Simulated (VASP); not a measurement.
Input of a VASP 6.6.1 run:

INCAR

```
PREC     = Accurate       # precision mode
ENCUT    = 520            # plane-wave cutoff, eV
EDIFF    = 1E-6           # SCF threshold, eV
ISMEAR   = 0              # smearing method
SIGMA    = 0.15           # smearing width, eV
LREAL    = False          # projectors in reciprocal space
LASPH    = True           # aspherical terms in the spheres
NELM     = 80             # most SCF steps
ALGO     = Normal         # electronic algorithm
ISIF     = 2              # what is computed and relaxed
LWAVE    = False          # write WAVECAR
LCHARG   = False          # write CHGCAR
GGA      = PE             # functional
IVDW     = 12             # dispersion correction
NBANDS   = 16             # bands
```

Contents of KPOINTS:

```
Automatic mesh
0
Gamma
  18 12 10
```

POSCAR

```
C
1.0
   -2.4646600698      0.0000000000      0.0000000000
    0.0000000000      0.0000000000     -3.5719696368
    0.0000000000     -4.2689164642      0.0000000000
C
4
Direct
    0.5000000000      0.0000000000      0.1835327733
    0.0000000000      0.0000000000      0.6722887022
    0.0000000000      0.0000000000      0.3164672267
    0.5000000000      0.0000000000      0.8277112978
```

Potentials or basis: VASP PAW PBE potentials, release 64 (C).

Run with:

```console
$ cat potpaw_PBE.64/C/POTCAR > POTCAR
$ mpirun -np 1 vasp_std > vasp.out
```

Q: Predict the band gap on the k mesh.

A: Zero (bands 8 and 9 overlap by 0.28 eV).

Q: Estimate the dispersion energy per atom.

A: -0.145 eV.

Q: Estimate the largest force.

A: 6.448 eV/Å.

Forces on the atoms (eV/Å):
```
C    0.000  6.448  0.000
C    0.000  2.627  0.000
C    0.000 -6.448  0.000
C    0.000 -2.627  0.000
```

Caveat: the cell differs from its parent crystal (atoms displaced along a vibrational mode); forces of over 1 eV/Å act on the atoms, so gaps and moduli don't describe the material at rest.
